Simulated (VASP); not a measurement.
Input of a VASP 6.6.1 run:

File INCAR:

```
  ALGO = Normal
  EDIFF = 1E-6
  EDIFFG = -0.03
  ENCUT = 600
  GGA = PE
  IBRION = 2
  ISIF = 3
  ISMEAR = 1
  LASPH = True
  LCHARG = False
  LREAL = False
  LWAVE = False
  NELM = 80
  NSW = 80
  PREC = Accurate
  PSTRESS = 400.0
  SIGMA = 0.05
```

KPOINTS

```
k-points
0
Gamma
  19 19 19
```

File POSCAR:

```
Os
1.0
    2.4900000000      0.0000000000      0.0000000000
    0.0000000000      2.4900000000      0.0000000000
    0.0000000000      0.0000000000      2.4900000000
Os
1
Direct
    0.0000000000      0.0000000000      0.0000000000
```

Potentials or basis: VASP PAW PBE potentials, release 64 (Os).

The run is started by

```bash
$ cat potpaw_PBE.64/Os/POTCAR > POTCAR
$ mpirun -np 1 vasp_std > vasp.out
```

Problem. Predict the relaxed cell.

Solution. a = 2.463 Å, b = 2.463 Å, c = 2.463 Å, α = 90.00°, β = 90.00°, γ = 90.00°.

Problem. What does it give for the relaxed volume?

Solution. 14.94 Å³/atom.

The path:
```tsv
step	energy change (eV)	largest force (eV/Å)	pressure (GPa)	volume (Å³)
1	0.0000	0.0000	26.02	15.44
2	1.3522	0.0000	147.24	12.62
3	0.0932	0.0000	38.79	14.98
4	0.1012	0.0000	39.78	14.94
```

Caveat: the cell is relaxed towards a set pressure, so the run minimises the enthalpy, not the energy.
